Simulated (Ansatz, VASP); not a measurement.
This is a calculation of HfB2 for VASP 6.6.1.

Contents of INCAR:

```
ALGO = Normal
EDIFF = 1E-6
ENCUT = 520
GGA = PE
ISIF = 2
ISMEAR = -1
LASPH = T
LCHARG = F
LREAL = F
LWAVE = F
NBANDS = 15
NELM = 60
PREC = Accurate
SIGMA = 0.05
```

File KPOINTS:

```
k-points
0
Gamma
  10 10 8
```

Contents of POSCAR:

```
HfB2
1.0
    3.0759003814      0.0000000000      0.0000000000
   -1.5379501907      2.6638078698      0.0000000000
    0.0000000000      0.0000000000      3.4089596583
Hf B
1 2
Direct
    0.0000000000      0.0000000000      0.0000000000
    0.6666666667      0.3333333333      0.5000000000
    0.3333333333      0.6666666667      0.5000000000
```

Potentials or basis: VASP PAW PBE potentials, release 64 (Hf_pv, B).

Run with:

```sh
$ cat potpaw_PBE.64/Hf_pv/POTCAR potpaw_PBE.64/B/POTCAR > POTCAR
$ mpirun -np 1 vasp_std > vasp.out
```

Question: Set up the same calculation for Ansatz 0.2.0. Potentials there: all-electron LAPW, scalar-relativistic.

Answer: As run (the cutoff follows the program's own potentials):

input.yaml

```yaml
crystal:
  lattice:
    - [3.0759003814, 0.0, 0.0]
    - [-1.5379501907, 2.6638078698, 0.0]
    - [0.0, 0.0, 3.4089596583]
  atoms:
    - { symbol: Hf, position: [0.0, 0.0, 0.0] }
    - { symbol: B, position: [0.6666666667, 0.3333333333, 0.5] }
    - { symbol: B, position: [0.3333333333, 0.6666666667, 0.5] }
kpoints:
  mp_grid: { grid: [10, 10, 8] }
scf:
  occupations: { method: fermi_dirac, width: 0.05 }
hamiltonian:
  xc: pbe
  pseudopotentials: { kind: all_electron, lapw: { basis_error: 0.001 } }
output:
  forces: true
  stress: true
  eigenvalues: true
```

Potentials or basis: all-electron LAPW, scalar-relativistic.

Run with:

```sh
$ ansatz run input.yaml --threads 2 --pin off --max-ram 5120MiB --backend cpu --events-out ev --progress --plain --runs-dir out
```

Both were run:

|  | VASP | Ansatz | Ansatz less VASP |
| --- | --- | --- | --- |
| gap on the k mesh at the Fermi level (eV) | none | none | - |
| pressure (GPa) | 19.0 | 19.3 | +0.29 |
| traceless stress, the component that is largest in VASP (GPa) | -0.63 | -0.91 | -0.278 |

A gap of «none» marks a metal or a gap that the smearing closes. Ansatz ran all-electron here, and VASP with PAW potentials.

Spin-orbit coupling is off throughout.
